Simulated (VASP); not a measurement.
# Al (Fm-3m) in VASP: single point with r2SCAN

Aim: the single point of Al with r2SCAN.

Everything below comes from runs of VASP 6.6.1. Logs are shortened: lines on timing, memory, paths and dates and some standing lists are left out, and cuts for length are marked.

**1. The cell of the first run**

Symmetry: Fm-3m, No. 225, cubic system. Conventional cell: a = 3.992 Å, b = 3.992 Å, c = 3.992 Å, α = 90.00°, β = 90.00°, γ = 90.00°. Al (site symmetry m-3m) has 12 Al at 2.82 Å within 3.7 Å.

**2. Single point, r2SCAN**

POSCAR

```
Al
1.0
    0.0000000000      1.9961079892      1.9961079892
    1.9961079892      0.0000000000      1.9961079892
    1.9961079892      1.9961079892      0.0000000000
Al
1
Direct
    0.0000000000      0.0000000000      0.0000000000
```

INCAR.step1

```
SYSTEM = Al
PREC = Accurate ; ENCUT = 520
ISMEAR = -1 ; SIGMA = 0.05
LREAL = .False. ; LASPH = .True.
NELM = 60 ; NBANDS = 8
GGA = PE ; ALGO = Normal
EDIFF = 1E-4 ; LWAVE = .True.
LCHARG = .False.
```

INCAR.step2

```
SYSTEM = Al
PREC = Accurate ; ENCUT = 520
EDIFF = 1E-6 ; ISMEAR = -1
SIGMA = 0.05 ; LREAL = .False.
LASPH = .True. ; NELM = 60
ALGO = Normal ; ISIF = 2
LWAVE = .False. ; LCHARG = .False.
METAGGA = R2SCAN ; LMIXTAU = .True.
NBANDS = 8 ; ISTART = 1
```

KPOINTS

```
Automatic mesh
0
Gamma
  18 18 18
  0 0 0
```

Potentials or basis: VASP PAW PBE potentials, release 64 (Al).

Launch:

```bash
$ cat potpaw_PBE.64/Al/POTCAR > POTCAR
$ cp INCAR.step1 INCAR
$ mpirun -np 1 vasp_std > vasp.out
$ cp INCAR.step2 INCAR
$ mpirun -np 1 vasp_std > vasp.out
```

OUTCAR:

```text
SYSTEM = Al
   PREC = Accurate
   ENCUT = 520
   EDIFF = 1E-6
   ISMEAR = -1
   LREAL = .False.
   LASPH = .True.
   NELM = 60
   ISIF = 2
   METAGGA = R2SCAN
   ISTART = 1

 ion  position               nearest neighbor table
   1  0.000  0.000  0.000-

  LATTYP: Found a face centered cubic cell.
 ALAT       =     3.9922159784

  Lattice vectors:

 A1 = (   0.0000000000,   1.9961079892,   1.9961079892)
 A2 = (   1.9961079892,   0.0000000000,   1.9961079892)
 A3 = (   1.9961079892,   1.9961079892,   0.0000000000)

Analysis of symmetry for initial positions (statically):
=====================================================================
 Subroutine PRICEL returns:
 Original cell was already a primitive cell.

 Routine SETGRP: Setting up the symmetry group for a
 face centered cubic supercell.

 Subroutine GETGRP returns: Found 48 space group operations
 (whereof 48 operations were pure point group operations)
 out of a pool of 48 trial point group operations.

The static configuration has the point symmetry O_h .

Analysis of symmetry for dynamics (positions and initial velocities):
=====================================================================
 Subroutine PRICEL returns:
 Original cell was already a primitive cell.

 Routine SETGRP: Setting up the symmetry group for a
 face centered cubic supercell.

 Subroutine GETGRP returns: Found 48 space group operations
 (whereof 48 operations were pure point group operations)
 out of a pool of 48 trial point group operations.

The dynamic configuration has the point symmetry O_h .

 Subroutine INISYM returns: Found 48 space group operations
 (whereof 48 operations are pure point group operations),
 and found     1 'primitive' translations

----------------------------------------------------------------------------------------

                                     Primitive cell

  volume of cell :      15.9068

  direct lattice vectors                    reciprocal lattice vectors
     0.000000000  1.996107989  1.996107989    -0.250487450  0.250487450  0.250487450
     1.996107989  0.000000000  1.996107989     0.250487450 -0.250487450  0.250487450
     1.996107989  1.996107989  0.000000000     0.250487450  0.250487450 -0.250487450

  length of vectors
     2.822922990  2.822922990  2.822922990     0.433856990  0.433856990  0.433856990

  position of ions in fractional coordinates (direct lattice)
     0.000000000  0.000000000  0.000000000

  ion indices of the primitive-cell ions
   primitive index   ion index
                 1           1

----------------------------------------------------------------------------------------

 KPOINTS: Automatic mesh

Automatic generation of k-mesh.
 Grid dimensions read from file:
 generate k-points for:   18   18   18

 Generating k-lattice:

  Cartesian coordinates                     Fractional coordinates (reciprocal lattice)
    -0.013915969  0.013915969  0.013915969     0.055555556  0.000000000  0.000000000
     0.013915969 -0.013915969  0.013915969     0.000000000  0.055555556  0.000000000
     0.013915969  0.013915969 -0.013915969     0.000000000  0.000000000  0.055555556

  Length of vectors
     0.024103166  0.024103166  0.024103166

  Shift w.r.t. Gamma in fractional coordinates (k-lattice)
     0.000000000  0.000000000  0.000000000

 Subroutine IBZKPT returns following result:
 ===========================================

 Found    195 irreducible k-points:

 Following reciprocal coordinates:
            Coordinates               Weight
  0.000000  0.000000  0.000000      1.000000
  0.055556  0.000000  0.000000      8.000000
  0.111111  0.000000  0.000000      8.000000
  0.166667  0.000000  0.000000      8.000000
  0.222222  0.000000  0.000000      8.000000
  0.277778  0.000000  0.000000      8.000000
[... 16 lines left out ...]
 -0.277778  0.055556  0.000000     24.000000
 -0.222222  0.055556  0.000000     24.000000
 [... further k-points ...]
   k-points           NKPTS =    195   k-points in BZ     NKDIM =    195   number of bands    NBANDS=      8
   number of dos      NEDOS =    301   number of ions     NIONS =      1
   total plane-waves  NPLWV =  13824
   dimension x,y,z NGX =    24 NGY =   24 NGZ =   24
   dimension x,y,z NGXF=    48 NGYF=   48 NGZF=   48
   ions per type =               1
   NGX,Y,Z   is equivalent  to a cutoff of  14.13, 14.13, 14.13 a.u.
   NGXF,Y,Z  is equivalent  to a cutoff of  28.27, 28.27, 28.27 a.u.
 SYSTEM =  Al
   PREC   = accura    normal or accurate (medium, high low for compatibility)
   ISTART =      1    job   : 0-new  1-cont  2-samecut
   ICHARG =      0    charge: 1-file 2-atom 10-const
   ISPIN  =      1    spin polarized calculation?
   LNONCOLLINEAR =      F non collinear calculations
   LSORBIT =      F    spin-orbit coupling
   LASPH  =      T    aspherical Exc in radial PAW
   ENCUT  =  520.0 eV  38.22 Ry    6.18 a.u.   5.25  5.25  5.25*2*pi/ulx,y,z
   NELM   =     60;   NELMIN=  2; NELMDL=  0     # of ELM steps
   EDIFF  = 0.1E-05   stopping-criterion for ELM
   LREAL  =      F    real-space projection
   EDIFFG = 0.1E-04   stopping-criterion for IOM
   NSW    =      0    number of steps for IOM
   IBRION =     -1    ionic relax: 0-MD 1-quasi-New 2-CG
   NFREE  =      0    steps in history (QN), initial steepest desc. (CG)
   ISIF   =      2    stress and relaxation
   ISYM   =      2    0-nonsym 1-usesym 2-fastsym
   POTIM  = 0.5000    time-step for ionic-motion
   TEBEG  =    0.0;   TEEND  =   0.0 temperature during run
   PSTRESS=    0.0 pullay stress
   NELECT =       3.0000    total number of electrons
   NUPDOWN=      -1.0000    fix difference up-down
   EMIN   =  10.00;   EMAX   =-10.00  energy-range for DOS
   EFERMI =   0.00;   METHOD = LEGACY
   ISMEAR =    -1;   SIGMA  =   0.05  broadening in eV -4-tet -1-fermi 0-gaus
   EFERMI_NEDOS =   21; number of points for ismear=-14 and -15
   IALGO  =     38    algorithm
   IMIX   =      4    mixing-type and parameters
     AMIX     =   0.40;   BMIX     =  1.00
     AMIX_MAG =   1.60;   BMIX_MAG =  1.00
  volume/ion in A,a.u.               =      15.91       107.34
  Fermi-wavevector in a.u.,A,eV,Ry     =   0.938832  1.774135 11.992250  0.881406
  Thomas-Fermi vector in A             =   2.066083
   LORBIT       =      0    0 simple, 1 ext, 2 COOP (PROOUT), +10 PAW based schemes
   METAGGA = R2SCAN    functional components
   LHFCALC =     F    Hartree Fock is set to
   AEXX    =    0.0000 exact exchange contribution
   IVDW    =     0    specifies the selected vdW correction
   LEPSILON=     F    determine dielectric tensor
   LRPA    =     F    only Hartree local field effects (RPA)
 non-spin polarized calculation
  energy-cutoff  :      520.00
  volume of cell :       15.91
 maximum number of plane-waves:       444
 NGX is ok and might be reduce to    24
   NGX = 11   NGY = 11   NGZ = 11

 number of electron       3.0000000 magnetization

 Free energy of the ion-electron system (eV)
  ---------------------------------------------------
  ext. energy  EPLUGINS =         0.00000000
  ---------------------------------------------------
  free energy    TOTEN  =        -6.73771467 eV

  energy without entropy =       -6.73389612  energy(sigma->0) =       -6.73580539

 E-fermi :   8.4067     XC(G=0): -11.0427

 val. band max:        8.3922758860   @ k =  -0.3333   0.4444   0.1111
 cond. band min:       8.4421360114   @ k =  -0.3333   0.3889   0.0556
 fundamental gap:      0.0498601253
 Fermi energy:         8.4067364164

 k-point     1 :       0.0000    0.0000    0.0000
  band No.  band energies     occupation
      1      -3.6966      2.00000
      2      21.9342      0.00000
      3      21.9342      0.00000
      4      21.9342      0.00000
      5      24.1356      0.00000
      6      24.1356      0.00000
      7      24.1356      0.00000
      8      26.0330      0.00000

 k-point     2 :       0.0556    0.0000    0.0000
  band No.  band energies     occupation
      1      -3.6052      2.00000
      2      20.4033      0.00000
      3      21.6779      0.00000
      4      21.6779      0.00000
      5      24.5380      0.00000
      6      24.5380      0.00000
      7      24.5894      0.00000
      8      27.0434      0.00000

 k-point     3 :       0.1111    0.0000    0.0000
  band No.  band energies     occupation
      1      -3.3316      2.00000
      2      18.0216      0.00000
      3      21.1989      0.00000
      4      21.1989      0.00000
      5      24.5632      0.00000
      6      25.4344      0.00000
      7      25.4344      0.00000
      8      27.7644      0.00000

 k-point     4 :       0.1667    0.0000    0.0000
  band No.  band energies     occupation
      1      -2.8768      2.00000
      2      15.6053      0.00000
      3      20.7541      0.00000
      4      20.7541      0.00000
      5      24.3495      0.00000
      6      26.0653      0.00000
      7      26.0653      0.00000
      8      27.0544      0.00000

 k-point     5 :       0.2222    0.0000    0.0000
  band No.  band energies     occupation
      1      -2.2424      2.00000
      2      13.2669      0.00000
      3      20.4191      0.00000
      4      20.4191      0.00000
      5      24.1413      0.00000
      6      25.0696      0.00000
      7      25.0696      0.00000
      8      28.2068      0.00000
[... 177 lines left out ...]
 k-point    22 :      -0.3333    0.0556    0.0000
  band No.  band energies     occupation
      1      -0.0009      2.00000
      2       8.3561      1.46697
      3      18.3472      0.00000
      4      21.3482      0.00000
      5      21.6595      0.00000
      6      23.1021      0.00000
      7      24.7684      0.00000
      8      27.8903      0.00000

 k-point    23 :      -0.2778    0.0556    0.0000
  band No.  band energies     occupation
      1      -1.0423      2.00000
      2      10.3971      0.00000
      3      18.3692      0.00000
      4      21.4789      0.00000
      5      22.4749      0.00000
      6      24.0202      0.00000
      7      24.7401      0.00000
      8      28.7482      0.00000

 k-point    24 :      -0.2222    0.0556    0.0000
  band No.  band energies     occupation
      1      -1.9114      2.00000
      2      12.5710      0.00000
      3      18.5449      0.00000
      4      21.6199      0.00000
      5      23.5537      0.00000
      6      24.6873      0.00000
      7      25.2104      0.00000
      8      27.5558      0.00000

 [... further k-points ...]
[... 5 lines left out ...]
  --------------------------------------------------------------------------------------
  -------------------------------------------------------------------------------------
  Total       -0.0319560     -0.0319560     -0.0319560     -0.0000000      0.0000000     -0.0000000
  in kB       -3.2187001     -3.2187001     -3.2187001     -0.0000000      0.0000000     -0.0000000
  external PRESSURE =      -3.2187001 kB  Pullay stress =       0.0000000 kB

 VOLUME and BASIS-vectors are now :
 -----------------------------------------------------------------------------
  energy-cutoff  :      520.00
  volume of cell :       15.91
      direct lattice vectors                 reciprocal lattice vectors
     0.000000000  1.996107989  1.996107989    -0.250487450  0.250487450  0.250487450
     1.996107989  0.000000000  1.996107989     0.250487450 -0.250487450  0.250487450
     1.996107989  1.996107989  0.000000000     0.250487450  0.250487450 -0.250487450

 POSITION                                       TOTAL-FORCE (eV/Angst)
 -----------------------------------------------------------------------------------
      0.00000      0.00000      0.00000         0.000000      0.000000      0.000000
 -----------------------------------------------------------------------------------
    total drift:                               -0.000000      0.000000      0.000000

  FREE ENERGIE OF THE ION-ELECTRON SYSTEM (eV)
  ---------------------------------------------------
  free  energy   TOTEN  =        -6.7377146713 eV

  energy  without entropy=       -6.7338961163  energy(sigma->0) =       -6.73580539
```

Wall time 28 s (1 thread of Intel Xeon 6975P-C (Granite Rapids), shared host); peak memory 0.15 GiB.

What came out:

```
Free energy : -6.7377 eV
Pressure    : -0.3 GPa
```

Caveat: the PAW data sets were made with another functional, which shifts forces and pressure a little.
